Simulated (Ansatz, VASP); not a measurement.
**Cs in VASP and in Ansatz**

Contents of INCAR:

```
  ALGO = Normal
  EDIFF = 1E-6
  ENCUT = 520
  GGA = PE
  ISIF = 2
  ISMEAR = 1
  LASPH = T
  LCHARG = F
  LREAL = F
  LWAVE = F
  NBANDS = 10
  NELM = 100
  PREC = Accurate
  SIGMA = 1.0
```

File KPOINTS:

```
k-points
0
Gamma
  7 7 7
```

POSCAR

```
Cs
1.0
   -3.0771709509      3.0771709509      3.0771709509
    3.0771709509     -3.0771709509      3.0771709509
    3.0771709509      3.0771709509     -3.0771709509
Cs
1
Direct
    0.0000000000      0.0000000000      0.0000000000
```

Input for Ansatz:

```yaml
crystal:
  lattice:
    - [-3.0771709509, 3.0771709509, 3.0771709509]
    - [3.0771709509, -3.0771709509, 3.0771709509]
    - [3.0771709509, 3.0771709509, -3.0771709509]
  atoms:
    - { symbol: Cs, position: [0.0, 0.0, 0.0] }
hamiltonian:
  xc: pbe
  pseudopotentials:
    kind: paw
    azcp:
      Cs: "pseudopotentials/Cs.paw.azcp"
basis:
  ecutwfc: 420
  fft_grid_basis: typed
kpoints:
  mp_grid: { grid: [7, 7, 7], shift: [0, 0, 0] }
magnetization:
  spin_polarized: false
scf:
  occupations: { method: methfessel_paxton, width: 1.0 }
  lower_state_search: "off"
output:
  stress: true
```

Alike in both runs: task single point; functional PBE; k mesh 7 × 7 × 7; occupations methfessel-paxton of order 1, width 1 eV; no spin polarisation.

|  | VASP | Ansatz |
| --- | --- | --- |
| version | VASP 6.6.1 | Ansatz 0.2.0 |
| potentials or method | VASP PAW PBE potentials, release 64 (Cs_sv), cutoff 520 eV | plane waves (420 eV) with PAW, scalar-relativistic |
| valence electrons in the cell | 9 | 9 |

```tsv
	VASP	Ansatz	Ansatz less VASP
pressure (GPa)	0.0	0.0	+0.01
```

The functional is the same, so the differences come from potentials, cutoffs and numerics.

Neither program's run includes spin-orbit coupling.
